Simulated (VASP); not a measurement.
Set up this calculation in VASP 6.6.1, as the native input.

```
Task                   : single point
Functional             : PBE
Potentials or basis    : VASP PAW PBE potentials, release 64 (Si)
Cutoff                 : 520 eV
k mesh                 : 8 × 8 × 8
Occupations            : gaussian, width 0.1 eV
Spin                   : no spin polarisation
Dipole correction      : no
Further INCAR settings : ALGO = Normal; EDIFF = 1e-06; NBANDS = 36
```

The structure of Si lies in POSCAR:

```
Si
1.0
   -3.9552914654      3.9552914654      3.9552914654
    3.9552914654     -3.9552914654      3.9552914654
    3.9552914654      3.9552914654     -3.9552914654
Si
12
Direct
    0.2566197961      0.0512628021      0.5842205792
    0.7946430060      0.2433802039      0.8276007831
    0.6723992169      0.9157794208      0.9670422229
    0.4487371979      0.7053569940      0.5329577771
    0.2433802039      0.8276007831      0.7946430060
    0.8276007831      0.7946430060      0.2433802039
    0.7053569940      0.5329577771      0.4487371979
    0.5842205792      0.2566197961      0.0512628021
    0.5329577771      0.4487371979      0.7053569940
    0.9157794208      0.9670422229      0.6723992169
    0.0512628021      0.5842205792      0.2566197961
    0.9670422229      0.6723992169      0.9157794208
```

The cell was generated, and may not be a known phase.

These files were run (other wordings do the same):

INCAR

```
PREC = Accurate ; ENCUT = 520
EDIFF = 1E-6 ; ISMEAR = 0
SIGMA = 0.1 ; LREAL = False
LASPH = True ; NELM = 80
ALGO = Normal ; ISIF = 2
LWAVE = False ; LCHARG = False
GGA = PE ; NBANDS = 36
```

KPOINTS

```
Automatic mesh
0
Gamma
  8 8 8
```

Potentials or basis: VASP PAW PBE potentials, release 64 (Si).

The run is started by

```bash
$ cat potpaw_PBE.64/Si/POTCAR > POTCAR
$ mpirun -np 1 vasp_std > vasp.out
```

Results of the run:

The pressure is 0.0 GPa. The largest force is 0.009 eV/Å and the band gap on the k mesh is zero (bands 24 and 25 overlap by 1.01 eV).

Wall time 12 min on 1 thread of AMD EPYC 7R13 (shared host), peak memory 0.46 GiB.
